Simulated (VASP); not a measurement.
# MgO (P6_3mc) in VASP: a series of runs, part 2 of 2

VASP 6.6.1.

### 3 Single point, PBEsol

This run uses another cell than the first one, of 13.26 Å³/atom, 1.004 times its volume.

INCAR reads:

```
PREC = Accurate
ENCUT = 520
EDIFF = 1E-7
ISMEAR = 0
SIGMA = 0.05
LREAL = F
LASPH = T
NELM = 60
ALGO = Normal
ISIF = 2
LWAVE = F
LCHARG = F
GGA = PS
NBANDS = 16
```

KPOINTS reads:

```
regular mesh
0
Gamma
  9 9 6
```

POSCAR reads:

```
MgO
1.0
    3.3613000000      0.0000000000      0.0000000000
   -1.6806500000      2.9109711897      0.0000000000
    0.0000000000      0.0000000000      5.4209000000
Mg O
2 2
Direct
    0.3333333333      0.6666666667      0.0036583380
    0.6666666667      0.3333333333      0.5036583380
    0.3333333333      0.6666666667      0.4009416620
    0.6666666667      0.3333333333      0.9009416620
```

Potentials or basis: VASP PAW PBE potentials, release 64 (Mg, O).

Started as:

```
$ cat potpaw_PBE.64/Mg/POTCAR potpaw_PBE.64/O/POTCAR > POTCAR
$ mpirun -np 1 vasp_std > vasp.out
```

OUTCAR:

```text
PREC = Accurate
   ENCUT = 520
   EDIFF = 1E-7
   ISMEAR = 0
   LREAL = F
   LASPH = T
   NELM = 60
   ISIF = 2
   GGA = PS

 ion  position               nearest neighbor table
   1  0.333  0.667  0.004-   4 2.02   4 2.02   4 2.02   3 2.15   2 3.33   2 3.33   2 3.33   2 3.33
                             2 3.33   2 3.33
   2  0.667  0.333  0.504-   3 2.02   3 2.02   3 2.02   4 2.15   1 3.33   1 3.33   1 3.33   1 3.33
                             1 3.33   1 3.33
   3  0.333  0.667  0.401-   2 2.02   2 2.02   2 2.02   1 2.15
   4  0.667  0.333  0.901-   1 2.02   1 2.02   1 2.02   2 2.15

  LATTYP: Found a hexagonal cell.
 ALAT       =     3.3613000000
 C/A-ratio  =     1.6127391188

  Lattice vectors:

 A1 = (   3.3613000000,   0.0000000000,   0.0000000000)
 A2 = (  -1.6806500000,   2.9109711897,   0.0000000000)
 A3 = (   0.0000000000,   0.0000000000,   5.4209000000)

Analysis of symmetry for initial positions (statically):
=====================================================================
 Subroutine PRICEL returns:
 Original cell was already a primitive cell.

[... 172 lines left out ...]
  free energy    TOTEN  =       -24.30910018 eV

  energy without entropy =      -24.30910018  energy(sigma->0) =      -24.30910018

 E-fermi :   0.5718     XC(G=0):  -9.4755

 val. band max:        0.3053319946   @ k =   0.0000   0.0000   0.0000
 cond. band min:       3.1726263443   @ k =   0.0000   0.0000   0.0000
 fundamental gap:      2.8672943497
 Fermi energy:         0.5718085772

 k-point     1 :       0.0000    0.0000    0.0000
  band No.  band energies     occupation
      1     -15.4168      2.00000
      2     -14.8611      2.00000
      3      -2.6466      2.00000
      4      -0.1852      2.00000
      5      -0.1852      2.00000
      6       0.0492      2.00000
[... 433 lines left out ...]
      3      -1.9811      2.00000
      4      -1.5979      2.00000
      5      -1.5979      2.00000
      6      -1.0057      2.00000
[... 8 lines left out ...]
     15      12.9298      0.00000
     16      16.3917      0.00000

 [... further k-points ...]
[... 5 lines left out ...]
  --------------------------------------------------------------------------------------
  -------------------------------------------------------------------------------------
  Total       -2.7628269     -2.7628269     -4.6380795      0.0000000      0.0000000      0.0000000
  in kB      -83.4541014    -83.4541014   -140.0980842      0.0000000      0.0000000      0.0000000
  external PRESSURE =    -102.3354290 kB  Pullay stress =       0.0000000 kB

 VOLUME and BASIS-vectors are now :
 -----------------------------------------------------------------------------
  energy-cutoff  :      520.00
  volume of cell :       53.04
      direct lattice vectors                 reciprocal lattice vectors
     3.361300000  0.000000000  0.000000000     0.297503942  0.171763981  0.000000000
    -1.680650000  2.910971190  0.000000000     0.000000000  0.343527962  0.000000000
     0.000000000  0.000000000  5.420900000     0.000000000  0.000000000  0.184471213

 POSITION                                       TOTAL-FORCE (eV/Angst)
 -----------------------------------------------------------------------------------
     -0.00000      1.94065      0.01983         0.000000     -0.000000      0.336221
      1.68065      0.97032      2.73028        -0.000000      0.000000      0.336221
     -0.00000      1.94065      2.17346        -0.000000      0.000000     -0.336221
      1.68065      0.97032      4.88391         0.000000     -0.000000     -0.336221
 -----------------------------------------------------------------------------------
    total drift:                               -0.000000     -0.000000      0.001344

  FREE ENERGIE OF THE ION-ELECTRON SYSTEM (eV)
  ---------------------------------------------------
  free  energy   TOTEN  =       -24.3091001849 eV

  energy  without entropy=      -24.3091001849  energy(sigma->0) =      -24.30910018
```

OSZICAR:

```text
N       E                     dE             d eps       ncg     rms          rms(c)
DAV:   1     0.618528979277E+02    0.61853E+02   -0.73073E+03  1536   0.874E+02
DAV:   2    -0.235615232581E+02   -0.85414E+02   -0.78856E+02  2048   0.188E+02
DAV:   3    -0.281368405368E+02   -0.45753E+01   -0.45641E+01  1840   0.460E+01
DAV:   4    -0.281577885594E+02   -0.20948E-01   -0.20948E-01  1896   0.367E+00
DAV:   5    -0.281578974081E+02   -0.10885E-03   -0.10885E-03  1800   0.257E-01    0.108E+01
DAV:   6    -0.244491930828E+02    0.37087E+01   -0.11600E+01  1536   0.246E+01    0.424E+00
DAV:   7    -0.243428818872E+02    0.10631E+00   -0.24988E-01  1584   0.389E+00    0.219E+00
DAV:   8    -0.243112229607E+02    0.31659E-01   -0.11802E-01  1616   0.358E+00    0.522E-01
DAV:   9    -0.243085973321E+02    0.26256E-02   -0.38424E-03  1880   0.549E-01    0.166E-01
DAV:  10    -0.243090942039E+02   -0.49687E-03   -0.66894E-04  1592   0.180E-01    0.155E-02
DAV:  11    -0.243090992995E+02   -0.50956E-05   -0.18414E-05  1968   0.286E-02    0.135E-02
DAV:  12    -0.243091002717E+02   -0.97229E-06   -0.29261E-06  1576   0.141E-02    0.381E-03
DAV:  13    -0.243091001849E+02    0.86854E-07   -0.21295E-07  1736   0.411E-03
   1 F= -.24309100E+02 E0= -.24309100E+02  d E =-.271435E-16
```

stdout:

```text
POSCAR found type information on POSCAR MgO
 POSCAR found :  2 types and       4 ions
 scaLAPACK will be used
 -----------------------------------------------------------------------------
|                                                                             |
|                                                                             |
|     You enforced a specific xc type in the INCAR file but a different       |
|     I HOPE YOU KNOW WHAT YOU ARE DOING!                                     |
|                                                                             |
 -----------------------------------------------------------------------------

 LDA part: xc-table for (Slater+PW92), standard interpolation
 POSCAR, INCAR and KPOINTS ok, starting setup
 FFT: planning ... GRIDC
 FFT: planning ... GRID_SOFT
 FFT: planning ... GRID
 WAVECAR not read
 entering main loop
```

It took 16 s on 1 thread of Intel Xeon 6975P-C (Granite Rapids), shared host; peak memory 0.19 GiB.

What came out:

| Property | Result |
| --- | --- |
| Free energy | -24.3091 eV |
| Pressure | -10.2 GPa |
| Largest force | 0.336 eV/Å |
| Band gap on the k mesh | 2.87 eV, direct |

Forces in eV/Å, atoms in the order of the input:
```
Mg   0.000  0.000  0.336
Mg   0.000  0.000  0.336
O    0.000  0.000 -0.336
O    0.000  0.000 -0.336
```

Caveat: the PAW data sets were made with another functional, which shifts forces and pressure a little. A k mesh can miss the band edges.
